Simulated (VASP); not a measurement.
# NbTe4Mo (P-6m2) in VASP: single point with PBE

Aim: the single point of NbTe4Mo with PBE.

All numbers are computed with VASP 6.6.1; they aren't measurements. Logs are shortened: lines on timing, memory, paths and dates and some standing lists are left out, and cuts for length are marked.

## (1) The cell of the first run

The structure is hexagonal, space group P-6m2 (No. 187). Conventional cell: a = 3.618 Å, b = 3.618 Å, c = 17.582 Å, α = 90.00°, β = 90.00°, γ = 120.00°. Nb (site symmetry -6m2) has 6 Te at 2.81 Å and 6 Nb at 3.62 Å within 3.7 Å. Te (site symmetry 3m) has 3 Mo at 2.75 Å and 7 Te at 3.57 to 3.62 Å within 3.7 Å. Within 3.8 Å of Te (site symmetry 3m) lie 3 Nb at 2.81 Å and 7 Te at 3.62 to 3.75 Å. Mo (site symmetry -6m2) has 6 Te at 2.75 Å and 6 Mo at 3.62 Å within 3.7 Å.

## (2) Single point, PBE, collinear spin

Input file INCAR:

```
SYSTEM = NbTe4Mo
PREC = Accurate
ENCUT = 520
EDIFF = 1E-6
ISMEAR = 0
SIGMA = 0.1
LREAL = .FALSE.
LASPH = .TRUE.
NELM = 150
ALGO = Normal
ISIF = 2
LWAVE = .FALSE.
LCHARG = .FALSE.
ISPIN = 2
MAGMOM = 1 0 0 0 0 1
LORBIT = 11
LMAXMIX = 4
GGA = PE
NBANDS = 38
```

Input file KPOINTS:

```
regular mesh
0
G
  6 6 1
  0 0 0
```

Input file POSCAR:

```
NbTe4Mo
1.0
    3.6184381510      0.0000000000      0.0000000000
   -1.8092190755      3.1336593608      0.0000000000
    0.0000000000      0.0000000000     17.5824822484
Nb Te Mo
1 4 1
Direct
    0.0000000000      0.0000000000      0.0000000000
    0.3333333333      0.6666666667      0.3984867649
    0.3333333333      0.6666666667      0.8933184118
    0.3333333333      0.6666666667      0.1066815882
    0.3333333333      0.6666666667      0.6015132351
    0.0000000000      0.0000000000      0.5000000000
```

Potentials or basis: VASP PAW PBE potentials, release 64 (Nb_sv, Te, Mo_sv).

The run is started by

```sh
cat potpaw_PBE.64/Nb_sv/POTCAR potpaw_PBE.64/Te/POTCAR potpaw_PBE.64/Mo_sv/POTCAR > POTCAR
mpirun -np 1 vasp_std > vasp.out
```

OUTCAR:

```text
SYSTEM = NbTe4Mo
   PREC = Accurate
   ENCUT = 520
   EDIFF = 1E-6
   ISMEAR = 0
   LREAL = .FALSE.
   LASPH = .TRUE.
   NELM = 150
   ISIF = 2
   ISPIN = 2
   LORBIT = 11
   GGA = PE

 ion  position               nearest neighbor table
   1  0.000  0.000  0.000-   3 2.81   4 2.81   3 2.81   4 2.81   3 2.81   4 2.81
   2  0.333  0.667  0.398-   6 2.75   6 2.75   6 2.75   5 3.57
   3  0.333  0.667  0.893-   1 2.81   1 2.81   1 2.81
   4  0.333  0.667  0.107-   1 2.81   1 2.81   1 2.81
   5  0.333  0.667  0.602-   6 2.75   6 2.75   6 2.75   2 3.57
   6  0.000  0.000  0.500-   2 2.75   5 2.75   2 2.75   5 2.75   2 2.75   5 2.75

  LATTYP: Found a hexagonal cell.
 ALAT       =     3.6184381510
 C/A-ratio  =     4.8591357693

  Lattice vectors:

 A1 = (   3.6184381510,   0.0000000000,   0.0000000000)
 A2 = (  -1.8092190755,   3.1336593608,   0.0000000000)
 A3 = (   0.0000000000,   0.0000000000,  17.5824822484)

Analysis of symmetry for initial positions (statically):
=====================================================================
 Subroutine PRICEL returns:
 Original cell was already a primitive cell.

 Routine SETGRP: Setting up the symmetry group for a
 hexagonal supercell.

 Subroutine GETGRP returns: Found 12 space group operations
 (whereof 12 operations were pure point group operations)
 out of a pool of 24 trial point group operations.

The static configuration has the point symmetry D_3h.

Analysis of symmetry for dynamics (positions and initial velocities):
=====================================================================
 Subroutine PRICEL returns:
 Original cell was already a primitive cell.

 Routine SETGRP: Setting up the symmetry group for a
 hexagonal supercell.

 Subroutine GETGRP returns: Found 12 space group operations
 (whereof 12 operations were pure point group operations)
 out of a pool of 24 trial point group operations.

The dynamic configuration has the point symmetry D_3h.

Analysis of structural, dynamic, and magnetic symmetry:
=====================================================================
 Subroutine PRICEL returns:
 Original cell was already a primitive cell.

 Routine SETGRP: Setting up the symmetry group for a
 hexagonal supercell.

 Subroutine GETGRP returns: Found 12 space group operations
 (whereof 12 operations were pure point group operations)
 out of a pool of 24 trial point group operations.

The overall configuration has the point symmetry D_3h.

 Subroutine INISYM returns: Found 12 space group operations
 (whereof 12 operations are pure point group operations),
 and found     1 'primitive' translations

----------------------------------------------------------------------------------------

                                     Primitive cell

  volume of cell :     199.3669

  direct lattice vectors                    reciprocal lattice vectors
     3.618438151  0.000000000  0.000000000     0.276362330  0.159557866  0.000000000
    -1.809219075  3.133659361  0.000000000     0.000000000  0.319115732  0.000000000
     0.000000000  0.000000000 17.582482248     0.000000000  0.000000000  0.056874791

  length of vectors
     3.618438151  3.618438151 17.582482248     0.319115732  0.319115732  0.056874791

  position of ions in fractional coordinates (direct lattice)
     0.000000000  0.000000000  0.000000000
     0.333333333  0.666666667  0.398486765
     0.333333333  0.666666667  0.893318412
     0.333333333  0.666666667  0.106681588
     0.333333333  0.666666667  0.601513235
     0.000000000  0.000000000  0.500000000

  ion indices of the primitive-cell ions
   primitive index   ion index
                 1           1
                 2           2
                 3           3
                 4           4
                 5           5
                 6           6

----------------------------------------------------------------------------------------

 KPOINTS: regular mesh

Automatic generation of k-mesh.
 Grid dimensions read from file:
 generate k-points for:    6    6    1

 Generating k-lattice:

  Cartesian coordinates                     Fractional coordinates (reciprocal lattice)
     0.046060388  0.026592978  0.000000000     0.166666667  0.000000000  0.000000000
     0.000000000  0.053185955  0.000000000     0.000000000  0.166666667  0.000000000
     0.000000000  0.000000000  0.056874791     0.000000000  0.000000000  1.000000000

  Length of vectors
     0.053185955  0.053185955  0.056874791

  Shift w.r.t. Gamma in fractional coordinates (k-lattice)
     0.000000000  0.000000000  0.000000000

 Subroutine IBZKPT returns following result:
 ===========================================

 Found      7 irreducible k-points:

 Following reciprocal coordinates:
            Coordinates               Weight
  0.000000  0.000000  0.000000      1.000000
  0.166667  0.000000  0.000000      6.000000
  0.333333  0.000000  0.000000      6.000000
  0.500000 -0.000000  0.000000      3.000000
  0.166667  0.166667  0.000000      6.000000
  0.333333  0.166667  0.000000     12.000000
  0.333333  0.333333  0.000000      2.000000
   k-points           NKPTS =      7   k-points in BZ     NKDIM =      7   number of bands    NBANDS=     38
   number of dos      NEDOS =    301   number of ions     NIONS =      6
   total plane-waves  NPLWV = 109760
   dimension x,y,z NGX =    28 NGY =   28 NGZ =  140
   dimension x,y,z NGXF=    56 NGYF=   56 NGZF=  280
   ions per type =               1   4   1
   NGX,Y,Z   is equivalent  to a cutoff of  12.86, 12.86, 13.24 a.u.
   NGXF,Y,Z  is equivalent  to a cutoff of  25.73, 25.73, 26.47 a.u.
 SYSTEM =  NbTe4Mo
   PREC   = accura    normal or accurate (medium, high low for compatibility)
   ISTART =      0    job   : 0-new  1-cont  2-samecut
   ICHARG =      2    charge: 1-file 2-atom 10-const
   ISPIN  =      2    spin polarized calculation?
   LNONCOLLINEAR =      F non collinear calculations
   LSORBIT =      F    spin-orbit coupling
   LASPH  =      T    aspherical Exc in radial PAW
   ENCUT  =  520.0 eV  38.22 Ry    6.18 a.u.   6.73  6.73 32.69*2*pi/ulx,y,z
   NELM   =    150;   NELMIN=  2; NELMDL= -5     # of ELM steps
   EDIFF  = 0.1E-05   stopping-criterion for ELM
   LREAL  =      F    real-space projection
   EDIFFG = 0.1E-04   stopping-criterion for IOM
   NSW    =      0    number of steps for IOM
   IBRION =     -1    ionic relax: 0-MD 1-quasi-New 2-CG
   NFREE  =      0    steps in history (QN), initial steepest desc. (CG)
   ISIF   =      2    stress and relaxation
   ISYM   =      2    0-nonsym 1-usesym 2-fastsym
   POTIM  = 0.5000    time-step for ionic-motion
   TEBEG  =    0.0;   TEEND  =   0.0 temperature during run
   PSTRESS=    0.0 pullay stress
   NELECT =      51.0000    total number of electrons
   NUPDOWN=      -1.0000    fix difference up-down
   EMIN   =  10.00;   EMAX   =-10.00  energy-range for DOS
   EFERMI =   0.00;   METHOD = LEGACY
   ISMEAR =     0;   SIGMA  =   0.10  broadening in eV -4-tet -1-fermi 0-gaus
   EFERMI_NEDOS =   21; number of points for ismear=-14 and -15
   IALGO  =     38    algorithm
   IMIX   =      4    mixing-type and parameters
     AMIX     =   0.40;   BMIX     =  1.00
     AMIX_MAG =   1.60;   BMIX_MAG =  1.00
  volume/ion in A,a.u.               =      33.23       224.23
  Fermi-wavevector in a.u.,A,eV,Ry     =   1.039235  1.963870 14.694425  1.080010
  Thomas-Fermi vector in A             =   2.173756
   LORBIT       =     11    0 simple, 1 ext, 2 COOP (PROOUT), +10 PAW based schemes
   GGA     = PE    functional components
   LHFCALC =     F    Hartree Fock is set to
   AEXX    =    0.0000 exact exchange contribution
   IVDW    =     0    specifies the selected vdW correction
   LEPSILON=     F    determine dielectric tensor
   LRPA    =     F    only Hartree local field effects (RPA)
 spin polarized calculation
 Gauss-broadening in eV      SIGMA  =   0.10
  energy-cutoff  :      520.00
  volume of cell :      199.37
 maximum number of plane-waves:      5393
 NGX is ok and might be reduce to    28
   NGX = 13   NGY = 13   NGZ = 65

 number of electron      51.0000005 magnetization       0.4784036

 Free energy of the ion-electron system (eV)
  ---------------------------------------------------
  ext. energy  EPLUGINS =         0.00000000
  ---------------------------------------------------
  free energy    TOTEN  =       -35.78232527 eV

  energy without entropy =      -35.76889350  energy(sigma->0) =      -35.77560939

 E-fermi :   4.9428     XC(G=0):  -8.6523

 val. band max:        4.8957929695   @ k =   0.0000   0.0000   0.0000
 cond. band min:       4.9589762396   @ k =   0.3333   0.1667   0.0000
 fundamental gap:      0.0631832700
 Fermi energy:         4.9428438871

 spin component 1

 k-point     1 :       0.0000    0.0000    0.0000
  band No.  band energies     occupation
      1     -55.8954      1.00000
      2     -50.0695      1.00000
      3     -30.0088      1.00000
      4     -29.9516      1.00000
      5     -29.9516      1.00000
      6     -26.1343      1.00000
[... 29 lines left out ...]
     36      10.4684      0.00000
     37      10.5289      0.00000

 k-point     2 :       0.1667    0.0000    0.0000
  band No.  band energies     occupation
      1     -55.8937      1.00000
      2     -50.0665      1.00000
      3     -30.0036      1.00000
      4     -29.9754      1.00000
      5     -29.9571      1.00000
      6     -26.1500      1.00000
[... 29 lines left out ...]
     36      10.8674      0.00000
     37      11.6348      0.00000
[... 158 lines left out ...]
     36      10.0812      0.00000
     37      11.3464      0.00000

 k-point     7 :       0.3333    0.3333    0.0000
  band No.  band energies     occupation
      1     -55.8880      1.00000
      2     -50.0563      1.00000
      3     -30.0242      1.00000
      4     -30.0107      1.00000
      5     -29.9853      1.00000
      6     -26.2276      1.00000
[... 29 lines left out ...]
     36       9.7926      0.00000
     37      10.2668      0.00000
 Fermi energy:         4.9428438871

 spin component 2

 k-point     1 :       0.0000    0.0000    0.0000
  band No.  band energies     occupation
      1     -55.8942      1.00000
      2     -49.8614      1.00000
      3     -30.0070      1.00000
      4     -29.9506      1.00000
      5     -29.9506      1.00000
      6     -25.8844      1.00000
[... 29 lines left out ...]
     36      10.4705      0.00000
     37      10.6135      0.00000

 k-point     2 :       0.1667    0.0000    0.0000
  band No.  band energies     occupation
      1     -55.8926      1.00000
      2     -49.8585      1.00000
      3     -30.0018      1.00000
      4     -29.9744      1.00000
      5     -29.9561      1.00000
      6     -25.9151      1.00000
[... 29 lines left out ...]
     36      10.8697      0.00000
     37      11.6964      0.00000
[... 158 lines left out ...]
     36      10.1883      0.00000
     37      11.3626      0.00000

 k-point     7 :       0.3333    0.3333    0.0000
  band No.  band energies     occupation
      1     -55.8869      1.00000
      2     -49.8484      1.00000
      3     -30.0232      1.00000
      4     -30.0097      1.00000
      5     -29.9835      1.00000
      6     -25.9928      1.00000
[... 29 lines left out ...]
     36       9.8282      0.00000
     37      10.4014      0.00000
 [bands above 37 left out]

------------------------ aborting loop because EDIFF is reached ----------------------------------------

  FORCE on cell =-STRESS in cart. coord.  units (eV):
  Direction    XX          YY          ZZ          XY          YZ          ZX
  --------------------------------------------------------------------------------------
  -------------------------------------------------------------------------------------
  Total       -0.0540654     -0.0540654      0.0102252      0.0000000     -0.0000000      0.0000000
  in kB       -0.4344874     -0.4344874      0.0821733      0.0000000     -0.0000000      0.0000000
  external PRESSURE =      -0.2622672 kB  Pullay stress =       0.0000000 kB

 VOLUME and BASIS-vectors are now :
 -----------------------------------------------------------------------------
  energy-cutoff  :      520.00
  volume of cell :      199.37
      direct lattice vectors                 reciprocal lattice vectors
     3.618438151  0.000000000  0.000000000     0.276362330  0.159557866  0.000000000
    -1.809219075  3.133659361  0.000000000     0.000000000  0.319115732  0.000000000
     0.000000000  0.000000000 17.582482248     0.000000000  0.000000000  0.056874791

 POSITION                                       TOTAL-FORCE (eV/Angst)
 -----------------------------------------------------------------------------------
      0.00000      0.00000      0.00000        -0.000000     -0.000000      0.000000
     -0.00000      2.08911      7.00639         0.000000      0.000000     -0.028555
     -0.00000      2.08911     15.70676         0.000000      0.000000      0.013729
     -0.00000      2.08911      1.87573         0.000000     -0.000000     -0.013729
     -0.00000      2.08911     10.57610        -0.000000      0.000000      0.028555
      0.00000      0.00000      8.79124         0.000000      0.000000      0.000000
 -----------------------------------------------------------------------------------
    total drift:                                0.000001     -0.000000     -0.000000

  FREE ENERGIE OF THE ION-ELECTRON SYSTEM (eV)
  ---------------------------------------------------
  free  energy   TOTEN  =       -35.7823252727 eV

  energy  without entropy=      -35.7688935025  energy(sigma->0) =      -35.77560939

 total charge

# of ion       s       p       d       tot
------------------------------------------
    1        2.144   6.001   2.434  10.579
    2        1.383   1.967   0.055   3.405
    3        1.382   1.997   0.049   3.428
    4        1.382   1.997   0.049   3.428
    5        1.383   1.967   0.055   3.405
    6        2.248   6.135   3.935  12.318
--------------------------------------------------
tot          9.923  20.062   6.577  36.562

 magnetization (x)

# of ion       s       p       d       tot
------------------------------------------
    1        0.004   0.003   0.304   0.311
    2        0.000   0.000   0.000   0.000
    3        0.000  -0.000   0.002   0.002
    4        0.000  -0.000   0.002   0.002
    5        0.000   0.000   0.000   0.000
    6        0.000   0.000   0.002   0.002
--------------------------------------------------
tot          0.005   0.003   0.311   0.318
```

Run time: 1.9 min. Hardware: 1 thread of Intel Xeon 6975P-C (Granite Rapids), shared host; peak memory 0.43 GiB.

Results:

```
Free energy                                           : -35.7823 eV
Pressure                                              : 0.0 GPa
Largest force                                         : 0.029 eV/Å
Net moment                                            : 0.48 μB per cell
Site moments                                          : Nb +0.31; Te +0.00; Mo +0.00 μB
Valence electrons inside the program's atomic spheres : Nb 10.58; Te 3.40, 3.43 (each value once); Mo 12.32
```

Forces on the atoms (eV/Å):
```
Nb   0.000  0.000  0.000
Te   0.000  0.000 -0.029
Te   0.000  0.000  0.014
Te   0.000  0.000 -0.014
Te   0.000  0.000  0.029
Mo   0.000  0.000  0.000
```

Caveat: spin-orbit coupling is left out, which moves the levels of the heavy elements; this functional lacks dispersion, which binds the layers, so the pressure and a relaxed spacing across them are unreliable.
